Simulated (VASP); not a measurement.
# KBr (Fm-3m) in VASP: further runs

The runs below take KBr through electric field gradients, with PBEsol, PBE.

All numbers are computed with VASP 6.6.1; they aren't measurements. Logs are shortened: lines on timing, memory, paths and dates and some standing lists are left out, and cuts for length are marked.

### Step 1. The cell of the first run

Symmetry: Fm-3m, No. 225, cubic system. The conventional cell has a = 6.585 Å, b = 6.585 Å, c = 6.585 Å, α = 90.00°, β = 90.00°, γ = 90.00°. K (site symmetry m-3m) has 6 Br at 3.29 Å within 4.3 Å. Within 4.3 Å of Br (site symmetry m-3m) lie 6 K at 3.29 Å.

### Step 2. Electric field gradients, PBEsol

INCAR

```
SYSTEM = KBr
  PREC = Accurate
  ENCUT = 520
  EDIFF = 1E-8
  ISMEAR = -1
  SIGMA = 0.01
  LREAL = .False.
  LASPH = .True.
  NELM = 80
  ALGO = Normal
  ISIF = 2
  LWAVE = .False.
  LCHARG = .False.
  GGA = PS
  LEFG = .True.
  NBANDS = 15
```

KPOINTS

```
regular mesh
0
Gamma
  6 6 6
  0 0 0
```

POSCAR

```
KBr
1.0
    0.0000000000      3.2925000000      3.2925000000
    3.2925000000      0.0000000000      3.2925000000
    3.2925000000      3.2925000000      0.0000000000
K Br
1 1
Direct
    0.0000000000      0.0000000000      0.0000000000
    0.5000000000      0.5000000000      0.5000000000
```

Potentials or basis: VASP PAW PBE potentials, release 64 (K_sv, Br).

Launch:

```bash
$ cat potpaw_PBE.64/K_sv/POTCAR potpaw_PBE.64/Br/POTCAR > POTCAR
$ mpirun -np 1 vasp_std > vasp.out
```

OUTCAR:

```text
SYSTEM = KBr
   PREC = Accurate
   ENCUT = 520
   EDIFF = 1E-8
   ISMEAR = -1
   LREAL = .False.
   LASPH = .True.
   NELM = 80
   ISIF = 2
   GGA = PS

 ion  position               nearest neighbor table
   1  0.000  0.000  0.000-   2 3.29   2 3.29   2 3.29   2 3.29   2 3.29   2 3.29
   2  0.500  0.500  0.500-   1 3.29   1 3.29   1 3.29   1 3.29   1 3.29   1 3.29

  LATTYP: Found a face centered cubic cell.
 ALAT       =     6.5850000000

  Lattice vectors:

 A1 = (   0.0000000000,   3.2925000000,   3.2925000000)
 A2 = (   3.2925000000,   0.0000000000,   3.2925000000)
 A3 = (   3.2925000000,   3.2925000000,   0.0000000000)

Analysis of symmetry for initial positions (statically):
=====================================================================
 Subroutine PRICEL returns:
 Original cell was already a primitive cell.

 Routine SETGRP: Setting up the symmetry group for a
 face centered cubic supercell.

 Subroutine GETGRP returns: Found 48 space group operations
 (whereof 48 operations were pure point group operations)
 out of a pool of 48 trial point group operations.

The static configuration has the point symmetry O_h .

Analysis of symmetry for dynamics (positions and initial velocities):
=====================================================================
 Subroutine PRICEL returns:
 Original cell was already a primitive cell.

 Routine SETGRP: Setting up the symmetry group for a
 face centered cubic supercell.

 Subroutine GETGRP returns: Found 48 space group operations
 (whereof 48 operations were pure point group operations)
 out of a pool of 48 trial point group operations.

The dynamic configuration has the point symmetry O_h .

 Subroutine INISYM returns: Found 48 space group operations
 (whereof 48 operations are pure point group operations),
 and found     1 'primitive' translations

----------------------------------------------------------------------------------------

                                     Primitive cell

  volume of cell :      71.3851

  direct lattice vectors                    reciprocal lattice vectors
     0.000000000  3.292500000  3.292500000    -0.151860289  0.151860289  0.151860289
     3.292500000  0.000000000  3.292500000     0.151860289 -0.151860289  0.151860289
     3.292500000  3.292500000  0.000000000     0.151860289  0.151860289 -0.151860289

  length of vectors
     4.656298154  4.656298154  4.656298154     0.263029735  0.263029735  0.263029735

  position of ions in fractional coordinates (direct lattice)
     0.000000000  0.000000000  0.000000000
     0.500000000  0.500000000  0.500000000

  ion indices of the primitive-cell ions
   primitive index   ion index
                 1           1
                 2           2

----------------------------------------------------------------------------------------

 KPOINTS: regular mesh

Automatic generation of k-mesh.
 Grid dimensions read from file:
 generate k-points for:    6    6    6

 Generating k-lattice:

  Cartesian coordinates                     Fractional coordinates (reciprocal lattice)
    -0.025310048  0.025310048  0.025310048     0.166666667  0.000000000  0.000000000
     0.025310048 -0.025310048  0.025310048     0.000000000  0.166666667  0.000000000
     0.025310048  0.025310048 -0.025310048     0.000000000  0.000000000  0.166666667

  Length of vectors
     0.043838289  0.043838289  0.043838289

  Shift w.r.t. Gamma in fractional coordinates (k-lattice)
     0.000000000  0.000000000  0.000000000

 Subroutine IBZKPT returns following result:
 ===========================================

 Found     16 irreducible k-points:

 Following reciprocal coordinates:
            Coordinates               Weight
  0.000000  0.000000  0.000000      1.000000
  0.166667  0.000000  0.000000      8.000000
  0.333333  0.000000  0.000000      8.000000
  0.500000  0.000000  0.000000      4.000000
  0.166667  0.166667  0.000000      6.000000
  0.333333  0.166667  0.000000     24.000000
[... 8 lines left out ...]
 -0.333333  0.333333  0.166667     24.000000
 -0.333333  0.500000  0.166667     12.000000
   k-points           NKPTS =     16   k-points in BZ     NKDIM =     16   number of bands    NBANDS=     15
   number of dos      NEDOS =    301   number of ions     NIONS =      2
   total plane-waves  NPLWV =  46656
   dimension x,y,z NGX =    36 NGY =   36 NGZ =   36
   dimension x,y,z NGXF=    72 NGYF=   72 NGZF=   72
   ions per type =               1   1
   NGX,Y,Z   is equivalent  to a cutoff of  12.85, 12.85, 12.85 a.u.
   NGXF,Y,Z  is equivalent  to a cutoff of  25.71, 25.71, 25.71 a.u.
 SYSTEM =  KBr
   PREC   = accura    normal or accurate (medium, high low for compatibility)
   ISTART =      0    job   : 0-new  1-cont  2-samecut
   ICHARG =      2    charge: 1-file 2-atom 10-const
   ISPIN  =      1    spin polarized calculation?
   LNONCOLLINEAR =      F non collinear calculations
   LSORBIT =      F    spin-orbit coupling
   LASPH  =      T    aspherical Exc in radial PAW
   ENCUT  =  520.0 eV  38.22 Ry    6.18 a.u.   8.66  8.66  8.66*2*pi/ulx,y,z
   NELM   =     80;   NELMIN=  2; NELMDL= -5     # of ELM steps
   EDIFF  = 0.1E-07   stopping-criterion for ELM
   LREAL  =      F    real-space projection
   EDIFFG = 0.1E-06   stopping-criterion for IOM
   NSW    =      0    number of steps for IOM
   IBRION =     -1    ionic relax: 0-MD 1-quasi-New 2-CG
   NFREE  =      0    steps in history (QN), initial steepest desc. (CG)
   ISIF   =      2    stress and relaxation
   ISYM   =      2    0-nonsym 1-usesym 2-fastsym
   POTIM  = 0.5000    time-step for ionic-motion
   TEBEG  =    0.0;   TEEND  =   0.0 temperature during run
   PSTRESS=    0.0 pullay stress
   NELECT =      16.0000    total number of electrons
   NUPDOWN=      -1.0000    fix difference up-down
   EMIN   =  10.00;   EMAX   =-10.00  energy-range for DOS
   EFERMI =   0.00;   METHOD = LEGACY
   ISMEAR =    -1;   SIGMA  =   0.01  broadening in eV -4-tet -1-fermi 0-gaus
   EFERMI_NEDOS =   21; number of points for ismear=-14 and -15
   IALGO  =     38    algorithm
   IMIX   =      4    mixing-type and parameters
     AMIX     =   0.40;   BMIX     =  1.00
     AMIX_MAG =   1.60;   BMIX_MAG =  1.00
  volume/ion in A,a.u.               =      35.69       240.87
  Fermi-wavevector in a.u.,A,eV,Ry     =   0.994441  1.879221 13.454978  0.988913
  Thomas-Fermi vector in A             =   2.126392
   LORBIT       =      0    0 simple, 1 ext, 2 COOP (PROOUT), +10 PAW based schemes
   GGA     = PS    functional components
   LHFCALC =     F    Hartree Fock is set to
   AEXX    =    0.0000 exact exchange contribution
   IVDW    =     0    specifies the selected vdW correction
   LEPSILON=     F    determine dielectric tensor
   LRPA    =     F    only Hartree local field effects (RPA)
 non-spin polarized calculation
  energy-cutoff  :      520.00
  volume of cell :       71.39
 maximum number of plane-waves:      1948
 NGX is ok and might be reduce to    36
   NGX = 17   NGY = 17   NGZ = 17

 number of electron      15.9999998 magnetization

 Free energy of the ion-electron system (eV)
  ---------------------------------------------------
  ext. energy  EPLUGINS =         0.00000000
  ---------------------------------------------------
  free energy    TOTEN  =        -6.45948179 eV

  energy without entropy =       -6.45948179  energy(sigma->0) =       -6.45948179

 E-fermi :  -1.5946     XC(G=0):  -7.5741

 val. band max:       -1.7996334479   @ k =   0.0000   0.0000   0.0000
 cond. band min:       2.4958243134   @ k =   0.0000   0.0000   0.0000
 fundamental gap:      4.2954577613
 Fermi energy:        -1.5945860706

 k-point     1 :       0.0000    0.0000    0.0000
  band No.  band energies     occupation
      1     -29.3973      2.00000
      2     -14.1145      2.00000
      3     -12.9406      2.00000
      4     -12.9406      2.00000
      5     -12.9406      2.00000
      6      -1.7996      2.00000
      7      -1.7996      2.00000
      8      -1.7996      2.00000
      9       2.4958      0.00000
     10       5.7294      0.00000
     11       5.7294      0.00000
     12       5.7294      0.00000
     13       6.5723      0.00000
     14       6.5723      0.00000
     15       9.6084      0.00000

 k-point     2 :       0.1667    0.0000    0.0000
  band No.  band energies     occupation
      1     -29.3958      2.00000
      2     -14.1605      2.00000
      3     -12.9420      2.00000
      4     -12.9420      2.00000
      5     -12.8767      2.00000
      6      -2.1824      2.00000
      7      -1.8919      2.00000
      8      -1.8919      2.00000
      9       3.1655      0.00000
     10       5.5727      0.00000
     11       6.0589      0.00000
     12       6.0589      0.00000
     13       6.9364      0.00000
     14       6.9364      0.00000
     15      10.5529      0.00000

 k-point     3 :       0.3333    0.0000    0.0000
  band No.  band energies     occupation
      1     -29.3927      2.00000
      2     -14.2413      2.00000
      3     -12.9450      2.00000
      4     -12.9450      2.00000
      5     -12.7594      2.00000
      6      -2.7751      2.00000
      7      -2.0646      2.00000
      8      -2.0646      2.00000
      9       4.2725      0.00000
     10       5.8267      0.00000
     11       6.9398      0.00000
     12       6.9398      0.00000
     13       7.8504      0.00000
     14       7.8504      0.00000
     15       9.6867      0.00000
[... 199 lines left out ...]
 k-point    15 :      -0.3333    0.3333    0.1667
  band No.  band energies     occupation
      1     -29.3898      2.00000
      2     -14.1524      2.00000
      3     -12.9930      2.00000
      4     -12.9793      2.00000
      5     -12.8227      2.00000
      6      -2.6566      2.00000
      7      -2.3464      2.00000
      8      -2.2101      2.00000
      9       5.2918      0.00000
     10       5.6854      0.00000
     11       6.6939      0.00000
     12       7.3100      0.00000
     13       8.5267      0.00000
     14       8.8032      0.00000
     15       9.2466      0.00000

 k-point    16 :      -0.3333    0.5000    0.1667
  band No.  band energies     occupation
      1     -29.3894      2.00000
      2     -14.0826      2.00000
      3     -13.0231      2.00000
      4     -12.9937      2.00000
      5     -12.8815      2.00000
      6      -2.5312      2.00000
      7      -2.2930      2.00000
      8      -2.2632      2.00000
      9       4.6796      0.00000
     10       6.0510      0.00000
     11       6.3956      0.00000
     12       7.3963      0.00000
     13       8.1761      0.00000
     14       9.0191      0.00000
     15       9.4962      0.00000

------------------------ aborting loop because EDIFF is reached ----------------------------------------

  FORCE on cell =-STRESS in cart. coord.  units (eV):
  Direction    XX          YY          ZZ          XY          YZ          ZX
  --------------------------------------------------------------------------------------
  -------------------------------------------------------------------------------------
  Total       -0.0843243     -0.0843243     -0.0843243      0.0000000      0.0000000     -0.0000000
  in kB       -1.8925865     -1.8925865     -1.8925865      0.0000000      0.0000000     -0.0000000
  external PRESSURE =      -1.8925865 kB  Pullay stress =       0.0000000 kB

 VOLUME and BASIS-vectors are now :
 -----------------------------------------------------------------------------
  energy-cutoff  :      520.00
  volume of cell :       71.39
      direct lattice vectors                 reciprocal lattice vectors
     0.000000000  3.292500000  3.292500000    -0.151860289  0.151860289  0.151860289
     3.292500000  0.000000000  3.292500000     0.151860289 -0.151860289  0.151860289
     3.292500000  3.292500000  0.000000000     0.151860289  0.151860289 -0.151860289

 POSITION                                       TOTAL-FORCE (eV/Angst)
 -----------------------------------------------------------------------------------
      0.00000      0.00000      0.00000         0.000000      0.000000      0.000000
      3.29250      3.29250      3.29250        -0.000000     -0.000000     -0.000000
 -----------------------------------------------------------------------------------
    total drift:                                0.000000      0.000000      0.000000

  FREE ENERGIE OF THE ION-ELECTRON SYSTEM (eV)
  ---------------------------------------------------
  free  energy   TOTEN  =        -6.4594817870 eV

  energy  without entropy=       -6.4594817870  energy(sigma->0) =       -6.45948179

 Electric field gradients (V/A^2)
---------------------------------------------------------------------
 ion       V_xx      V_yy      V_zz      V_xy      V_xz      V_yz
---------------------------------------------------------------------
   1      -0.000     0.000    -0.000     0.000     0.000     0.000
   2      -0.000    -0.000     0.000     0.001     0.001     0.001
---------------------------------------------------------------------

 Electric field gradients after diagonalization (V/A^2)
 (convention: |V_zz| > |V_xx| > |V_yy|)
----------------------------------------------------------------------
 ion       V_xx      V_yy      V_zz     asymmetry (V_yy - V_xx)/ V_zz
----------------------------------------------------------------------
   1      -0.000    -0.000     0.000       0.000
   2      -0.001    -0.001     0.001       0.000
----------------------------------------------------------------------

           NMR quadrupolar parameters

 Cq : quadrupolar parameter    Cq=e*Q*V_zz/h
 eta: asymmetry parameters     (V_yy - V_xx)/ V_zz
 Q  : nuclear electric quadrupole moment in mb (millibarn)
----------------------------------------------------------------------
 ion       Cq(MHz)       eta       Q (mb)
----------------------------------------------------------------------
   1       0.000       0.000       1.000
   2       0.000       0.000       1.000
----------------------------------------------------------------------
```

Run time: 32 s. Hardware: 1 thread of Intel Xeon 8259CL, shared host; peak memory 0.21 GiB.

Results:

```
Free energy                             : -6.4595 eV
Pressure                                : -0.2 GPa
Band gap on the k mesh                  : 4.30 eV
Largest electric field gradient by atom : zero within the noise of the run
```

Caveat: the PAW data sets were made with another functional, which shifts forces and pressure a little.

(Part 1 of 2 ends here.)
